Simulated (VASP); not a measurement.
Here is a VASP 6.6.1 calculation.

File POSCAR:

```
YZn
1.0
    3.5600000000      0.0000000000      0.0000000000
    0.0000000000      3.5600000000      0.0000000000
    0.0000000000      0.0000000000      3.5600000000
Y Zn
1 1
Direct
    0.0000000000      0.0000000000      0.0000000000
    0.5000000000      0.5000000000      0.5000000000
```

INCAR.step1

```
SYSTEM = YZn
  PREC = Accurate
  ENCUT = 600
  ISMEAR = -1
  SIGMA = 0.1
  LREAL = .False.
  LASPH = .True.
  NELM = 80
  GGA = PE
  ALGO = Normal
  EDIFF = 1E-4
  LWAVE = .True.
  LCHARG = .False.
```

INCAR.step2

```
SYSTEM = YZn
  PREC = Accurate
  ENCUT = 600
  EDIFF = 1E-6
  ISMEAR = -1
  SIGMA = 0.1
  LREAL = .False.
  LASPH = .True.
  NELM = 80
  ALGO = Normal
  ISIF = 3
  LWAVE = .False.
  LCHARG = .False.
  METAGGA = R2SCAN
  LMIXTAU = .True.
  IBRION = 2
  NSW = 80
  EDIFFG = -0.01
  ISTART = 1
```

Contents of KPOINTS:

```
Automatic mesh
0
Gamma
  9 9 9
  0 0 0
```

Potentials or basis: VASP PAW PBE potentials, release 64 (Y_sv, Zn).

Run with:

```bash
$ cat potpaw_PBE.64/Y_sv/POTCAR potpaw_PBE.64/Zn/POTCAR > POTCAR
$ cp INCAR.step1 INCAR
$ mpirun -np 1 vasp_std > vasp.out
$ cp INCAR.step2 INCAR
$ mpirun -np 1 vasp_std > vasp.out
```

(1) What does it give for the relaxed volume?

(2) Estimate the space group after relaxing (to 0.05 Å).

(3) Predict the relaxed cell.

## Answers

(1) 22.65 Å³/atom.

(2) Pm-3m (No. 221).

(3) a = 3.565 Å, b = 3.565 Å, c = 3.565 Å, α = 90.00°, β = 90.00°, γ = 90.00°.

Caveat: the PAW data sets were made with another functional, which shifts forces and pressure a little.
